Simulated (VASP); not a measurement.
# KCl (Fm-3m) in VASP: further runs, part 2 of 3

VASP 6.6.1. The steps go on from the part before.

**3. Electric field gradients, PBEsol (32.07 Å³/atom)**

This run uses another cell than the first one, of 32.07 Å³/atom.

INCAR reads:

```
SYSTEM = KCl
ALGO = Normal ; EDIFF = 1E-8
ENCUT = 520 ; GGA = PS
ISIF = 2 ; ISMEAR = -1
LASPH = .True. ; LCHARG = .False.
LEFG = .True. ; LREAL = .False.
LWAVE = .False. ; NBANDS = 15
NELM = 80 ; PREC = Accurate
SIGMA = 0.03
```

KPOINTS reads:

```
k-points
0
Gamma
  7 7 7
  0 0 0
```

POSCAR reads:

```
KCl
1.0
    0.0000000000      3.1770019336      3.1770019336
    3.1770019336      0.0000000000      3.1770019336
    3.1770019336      3.1770019336      0.0000000000
K Cl
1 1
Direct
    0.0000000000      0.0000000000      0.0000000000
    0.5000000000      0.5000000000      0.5000000000
```

Potentials or basis: VASP PAW PBE potentials, release 64 (K_sv, Cl).

Launch:

```sh
$ cat potpaw_PBE.64/K_sv/POTCAR potpaw_PBE.64/Cl/POTCAR > POTCAR
$ mpirun -np 1 vasp_std > vasp.out
```

OUTCAR:

```text
SYSTEM = KCl
   EDIFF = 1E-8
   ENCUT = 520
   GGA = PS
   ISIF = 2
   ISMEAR = -1
   LASPH = .True.
   LREAL = .False.
   NELM = 80
   PREC = Accurate

 ion  position               nearest neighbor table
   1  0.000  0.000  0.000-   2 3.18   2 3.18   2 3.18   2 3.18   2 3.18   2 3.18
   2  0.500  0.500  0.500-   1 3.18   1 3.18   1 3.18   1 3.18   1 3.18   1 3.18

  LATTYP: Found a face centered cubic cell.
 ALAT       =     6.3540038672

  Lattice vectors:

 A1 = (   0.0000000000,   3.1770019336,   3.1770019336)
 A2 = (   3.1770019336,   0.0000000000,   3.1770019336)
 A3 = (   3.1770019336,   3.1770019336,   0.0000000000)

Analysis of symmetry for initial positions (statically):
=====================================================================
 Subroutine PRICEL returns:
 Original cell was already a primitive cell.

 Routine SETGRP: Setting up the symmetry group for a
 face centered cubic supercell.

 Subroutine GETGRP returns: Found 48 space group operations
 (whereof 48 operations were pure point group operations)
 out of a pool of 48 trial point group operations.

The static configuration has the point symmetry O_h .

Analysis of symmetry for dynamics (positions and initial velocities):
=====================================================================
 Subroutine PRICEL returns:
 Original cell was already a primitive cell.

 Routine SETGRP: Setting up the symmetry group for a
 face centered cubic supercell.

 Subroutine GETGRP returns: Found 48 space group operations
 (whereof 48 operations were pure point group operations)
 out of a pool of 48 trial point group operations.

[... 498 lines left out ...]
      5     -12.5748      2.00000
      6      -2.5869      2.00000
      7      -2.5190      2.00000
      8      -2.3723      2.00000
      9       5.5533      0.00000
     10       6.2292      0.00000
     11       7.2704      0.00000
     12       7.6952      0.00000
     13       9.2335      0.00000
     14       9.2849      0.00000
     15      10.0649      0.00000

------------------------ aborting loop because EDIFF is reached ----------------------------------------

  FORCE on cell =-STRESS in cart. coord.  units (eV):
  Direction    XX          YY          ZZ          XY          YZ          ZX
  --------------------------------------------------------------------------------------
  -------------------------------------------------------------------------------------
  Total       -0.3276261     -0.3276261     -0.3276261      0.0000000      0.0000000      0.0000000
  in kB       -8.1847737     -8.1847737     -8.1847737      0.0000000      0.0000000      0.0000000
  external PRESSURE =      -8.1847737 kB  Pullay stress =       0.0000000 kB

 VOLUME and BASIS-vectors are now :
 -----------------------------------------------------------------------------
  energy-cutoff  :      520.00
  volume of cell :       64.13
      direct lattice vectors                 reciprocal lattice vectors
     0.000000000  3.177001934  3.177001934    -0.157381081  0.157381081  0.157381081
     3.177001934  0.000000000  3.177001934     0.157381081 -0.157381081  0.157381081
     3.177001934  3.177001934  0.000000000     0.157381081  0.157381081 -0.157381081

 POSITION                                       TOTAL-FORCE (eV/Angst)
 -----------------------------------------------------------------------------------
      0.00000      0.00000      0.00000         0.000000     -0.000000      0.000000
      3.17700      3.17700      3.17700        -0.000000      0.000000     -0.000000
 -----------------------------------------------------------------------------------
    total drift:                                0.000000      0.000000      0.000000

  FREE ENERGIE OF THE ION-ELECTRON SYSTEM (eV)
  ---------------------------------------------------
  free  energy   TOTEN  =        -7.0156155887 eV

  energy  without entropy=       -7.0156155887  energy(sigma->0) =       -7.01561559

 Electric field gradients (V/A^2)
---------------------------------------------------------------------
 ion       V_xx      V_yy      V_zz      V_xy      V_xz      V_yz
---------------------------------------------------------------------
   1      -0.000    -0.000    -0.000    -0.000    -0.000    -0.000
   2      -0.000     0.000     0.000    -0.000    -0.000    -0.000
---------------------------------------------------------------------

 Electric field gradients after diagonalization (V/A^2)
 (convention: |V_zz| > |V_xx| > |V_yy|)
----------------------------------------------------------------------
 ion       V_xx      V_yy      V_zz     asymmetry (V_yy - V_xx)/ V_zz
----------------------------------------------------------------------
   1       0.000     0.000    -0.001       0.000
   2       0.000     0.000    -0.000       0.000
----------------------------------------------------------------------

           NMR quadrupolar parameters

 Cq : quadrupolar parameter    Cq=e*Q*V_zz/h
 eta: asymmetry parameters     (V_yy - V_xx)/ V_zz
 Q  : nuclear electric quadrupole moment in mb (millibarn)
----------------------------------------------------------------------
 ion       Cq(MHz)       eta       Q (mb)
----------------------------------------------------------------------
   1      -0.000       0.000       1.000
   2      -0.000       0.000       1.000
----------------------------------------------------------------------
```

Run time: 23 s. Hardware: 1 thread of Intel Xeon Platinum 8259CL at 2.50GHz (Skylake/Cascade Lake), shared host; peak memory 0.2 GiB.

Results:

| Item | Value |
| --- | --- |
| Free energy | -7.0156 eV |
| Pressure | -0.8 GPa |
| Band gap on the k mesh | 4.93 eV |
| Largest electric field gradient by atom | under 0.05 V/Å² on every atom |

Levels at points of the mesh, in eV from the valence-band top:
```csv
k point,band 4,band 5,band 6,band 7,band 8,band 9,band 10,band 11,band 12,band 13
"(0.00, 0.00, 0.00)",-10.64,-10.64,0.00,0.00,0.00,4.93,8.28,8.28,8.28,9.15
```

Caveat: the PAW data sets were made with another functional, which shifts forces and pressure a little; an odd mesh through Γ misses points on the zone boundary, where band edges can lie.

**4. Electric field gradients, PBEsol (32.07 Å³/atom)**

This run uses another cell than the first one, of 32.07 Å³/atom.

INCAR reads:

```
PREC = Accurate
ENCUT = 520
EDIFF = 1E-8
ISMEAR = -1
SIGMA = 0.03
LREAL = F
LASPH = T
NELM = 80
ALGO = Normal
ISIF = 2
LWAVE = F
LCHARG = F
GGA = PS
LEFG = T
NBANDS = 15
```

KPOINTS reads:

```
Automatic mesh
0
Gamma
  7 7 7
```

POSCAR is that of step 3.

Potentials or basis: VASP PAW PBE potentials, release 64 (K_sv, Cl).

Launch:

```sh
$ cat potpaw_PBE.64/K_sv/POTCAR potpaw_PBE.64/Cl/POTCAR > POTCAR
$ mpirun -np 1 vasp_std > vasp.out
```

OUTCAR:

```text
PREC = Accurate
   ENCUT = 520
   EDIFF = 1E-8
   ISMEAR = -1
   LREAL = F
   LASPH = T
   NELM = 80
   ISIF = 2
   GGA = PS

 ion  position               nearest neighbor table
   1  0.000  0.000  0.000-   2 3.18   2 3.18   2 3.18   2 3.18   2 3.18   2 3.18
   2  0.500  0.500  0.500-   1 3.18   1 3.18   1 3.18   1 3.18   1 3.18   1 3.18

  LATTYP: Found a face centered cubic cell.
 ALAT       =     6.3540038672

  Lattice vectors:

 A1 = (   0.0000000000,   3.1770019336,   3.1770019336)
 A2 = (   3.1770019336,   0.0000000000,   3.1770019336)
 A3 = (   3.1770019336,   3.1770019336,   0.0000000000)

Analysis of symmetry for initial positions (statically):
=====================================================================
 Subroutine PRICEL returns:
 Original cell was already a primitive cell.

 Routine SETGRP: Setting up the symmetry group for a
 face centered cubic supercell.

 Subroutine GETGRP returns: Found 48 space group operations
[... 540 lines left out ...]
  volume of cell :       64.13
      direct lattice vectors                 reciprocal lattice vectors
     0.000000000  3.177001934  3.177001934    -0.157381081  0.157381081  0.157381081
     3.177001934  0.000000000  3.177001934     0.157381081 -0.157381081  0.157381081
     3.177001934  3.177001934  0.000000000     0.157381081  0.157381081 -0.157381081

 POSITION                                       TOTAL-FORCE (eV/Angst)
 -----------------------------------------------------------------------------------
      0.00000      0.00000      0.00000         0.000000     -0.000000      0.000000
      3.17700      3.17700      3.17700        -0.000000      0.000000     -0.000000
 -----------------------------------------------------------------------------------
    total drift:                                0.000000      0.000000      0.000000

  FREE ENERGIE OF THE ION-ELECTRON SYSTEM (eV)
  ---------------------------------------------------
  free  energy   TOTEN  =        -7.0156155887 eV

  energy  without entropy=       -7.0156155887  energy(sigma->0) =       -7.01561559

 Electric field gradients (V/A^2)
---------------------------------------------------------------------
 ion       V_xx      V_yy      V_zz      V_xy      V_xz      V_yz
---------------------------------------------------------------------
   1      -0.000    -0.000    -0.000    -0.000    -0.000    -0.000
   2      -0.000     0.000     0.000    -0.000    -0.000    -0.000
---------------------------------------------------------------------

 Electric field gradients after diagonalization (V/A^2)
 (convention: |V_zz| > |V_xx| > |V_yy|)
----------------------------------------------------------------------
 ion       V_xx      V_yy      V_zz     asymmetry (V_yy - V_xx)/ V_zz
----------------------------------------------------------------------
   1       0.000     0.000    -0.001       0.000
   2       0.000     0.000    -0.000       0.000
----------------------------------------------------------------------

           NMR quadrupolar parameters

 Cq : quadrupolar parameter    Cq=e*Q*V_zz/h
 eta: asymmetry parameters     (V_yy - V_xx)/ V_zz
 Q  : nuclear electric quadrupole moment in mb (millibarn)
----------------------------------------------------------------------
 ion       Cq(MHz)       eta       Q (mb)
----------------------------------------------------------------------
   1      -0.000       0.000       1.000
   2      -0.000       0.000       1.000
----------------------------------------------------------------------
```

Run time: 24 s. Hardware: 1 thread of Intel Xeon Platinum 8259CL at 2.50GHz (Skylake/Cascade Lake), shared host; peak memory 0.2 GiB.

Results:

```
Free energy                             : -7.0156 eV
Pressure                                : -0.8 GPa
Band gap on the k mesh                  : 4.93 eV
Largest electric field gradient by atom : under 0.05 V/Å² on every atom
```

Levels at points of the mesh, in eV from the valence-band top:
```tsv
k point	band 5	band 6	band 7	band 8	band 9	band 10	band 11	band 12
(0.00, 0.00, 0.00)	-10.64	0.00	0.00	0.00	4.93	8.28	8.28	8.28
```

Caveat: the PAW data sets were made with another functional, which shifts forces and pressure a little; an odd mesh through Γ misses points on the zone boundary, where band edges can lie.

**5. Electric field gradients, PBEsol (32.70 Å³/atom)**

This run uses another cell than the first one, of 32.70 Å³/atom.

INCAR reads:

```
PREC     = Accurate       # precision mode
ENCUT    = 520            # plane-wave cutoff, eV
EDIFF    = 1E-8           # SCF threshold, eV
ISMEAR   = -1             # smearing method
SIGMA    = 0.03           # smearing width, eV
LREAL    = F              # projectors in reciprocal space
LASPH    = T              # aspherical terms in the spheres
NELM     = 60             # most SCF steps
ALGO     = Normal         # electronic algorithm
ISIF     = 2              # what is computed and relaxed
LWAVE    = F              # write WAVECAR
LCHARG   = F              # write CHGCAR
GGA      = PS             # functional
LEFG     = T            
NBANDS   = 15             # bands
```

KPOINTS is that of step 4.

POSCAR reads:

```
KCl
1.0
    0.0000000000      3.1976323944      3.1976323944
    3.1976323944      0.0000000000      3.1976323944
    3.1976323944      3.1976323944      0.0000000000
K Cl
1 1
Direct
    0.0000000000      0.0000000000      0.0000000000
    0.5000000000      0.5000000000      0.5000000000
```

Potentials or basis: VASP PAW PBE potentials, release 64 (K_sv, Cl).

Launch:

```sh
$ cat potpaw_PBE.64/K_sv/POTCAR potpaw_PBE.64/Cl/POTCAR > POTCAR
$ mpirun -np 1 vasp_std > vasp.out
```

OUTCAR:

```text
PREC = Accurate
   ENCUT = 520
   EDIFF = 1E-8
   ISMEAR = -1
   LREAL = F
   LASPH = T
   NELM = 60
   ISIF = 2
   GGA = PS

 ion  position               nearest neighbor table
   1  0.000  0.000  0.000-   2 3.20   2 3.20   2 3.20   2 3.20   2 3.20   2 3.20
   2  0.500  0.500  0.500-   1 3.20   1 3.20   1 3.20   1 3.20   1 3.20   1 3.20

  LATTYP: Found a face centered cubic cell.
 ALAT       =     6.3952647888

  Lattice vectors:

 A1 = (   0.0000000000,   3.1976323944,   3.1976323944)
 A2 = (   3.1976323944,   0.0000000000,   3.1976323944)
[... 565 lines left out ...]
  ---------------------------------------------------
  free  energy   TOTEN  =        -7.0084053590 eV

  energy  without entropy=       -7.0084053590  energy(sigma->0) =       -7.00840536

 Electric field gradients (V/A^2)
---------------------------------------------------------------------
 ion       V_xx      V_yy      V_zz      V_xy      V_xz      V_yz
---------------------------------------------------------------------
   1       0.000     0.000     0.000    -0.000    -0.000    -0.000
   2       0.000     0.000     0.000    -0.000    -0.000    -0.000
---------------------------------------------------------------------

 Electric field gradients after diagonalization (V/A^2)
 (convention: |V_zz| > |V_xx| > |V_yy|)
----------------------------------------------------------------------
 ion       V_xx      V_yy      V_zz     asymmetry (V_yy - V_xx)/ V_zz
----------------------------------------------------------------------
   1       0.000     0.000    -0.001       0.000
   2       0.000     0.000    -0.001       0.000
----------------------------------------------------------------------

           NMR quadrupolar parameters

 Cq : quadrupolar parameter    Cq=e*Q*V_zz/h
 eta: asymmetry parameters     (V_yy - V_xx)/ V_zz
 Q  : nuclear electric quadrupole moment in mb (millibarn)
----------------------------------------------------------------------
 ion       Cq(MHz)       eta       Q (mb)
----------------------------------------------------------------------
   1      -0.000       0.000       1.000
   2      -0.000       0.000       1.000
----------------------------------------------------------------------
```

OSZICAR:

```text
N       E                     dE             d eps       ncg     rms          rms(c)
DAV:   1     0.105166411852E+03    0.10517E+03   -0.69983E+03   600   0.952E+02
DAV:   2    -0.508008290351E+00   -0.10567E+03   -0.97841E+02   798   0.241E+02
DAV:   3    -0.705165683121E+01   -0.65436E+01   -0.65154E+01   824   0.524E+01
DAV:   4    -0.726815502959E+01   -0.21650E+00   -0.21644E+00   937   0.896E+00
DAV:   5    -0.726997481824E+01   -0.18198E-02   -0.18198E-02   824   0.896E-01    0.299E+00
DAV:   6    -0.701102503662E+01    0.25895E+00   -0.36733E-01   782   0.314E+00    0.243E+00
DAV:   7    -0.699643279215E+01    0.14592E-01   -0.85083E-02   803   0.168E+00    0.144E+00
DAV:   8    -0.700722572179E+01   -0.10793E-01   -0.15913E-02   811   0.926E-01    0.209E-01
DAV:   9    -0.700776092405E+01   -0.53520E-03   -0.96789E-04   782   0.193E-01    0.100E-01
DAV:  10    -0.700839146676E+01   -0.63054E-03   -0.64898E-04   628   0.155E-01    0.256E-02
DAV:  11    -0.700840172114E+01   -0.10254E-04   -0.29016E-05   857   0.302E-02    0.171E-02
DAV:  12    -0.700840522775E+01   -0.35066E-05   -0.10001E-05   670   0.170E-02    0.665E-03
DAV:  13    -0.700840535719E+01   -0.12944E-06   -0.88059E-07   719   0.596E-03    0.552E-04
DAV:  14    -0.700840535903E+01   -0.18406E-08   -0.83128E-08   761   0.175E-03
   1 F= -.70084054E+01 E0= -.70084054E+01  d E =-.151317E-10
```

Run time: 23 s. Hardware: 1 thread of Intel Xeon Platinum 8259CL at 2.50GHz (Skylake/Cascade Lake), shared host; peak memory 0.2 GiB.

Results:

| Property | Result |
| --- | --- |
| Free energy | -7.0084 eV |
| Pressure | -1.1 GPa |
| Band gap on the k mesh | 4.88 eV |
| Largest electric field gradient by atom | under 0.05 V/Å² on every atom |

Caveat: the PAW data sets were made with another functional, which shifts forces and pressure a little; an odd mesh through Γ misses points on the zone boundary, where band edges can lie.

[end of part 2 of 3]
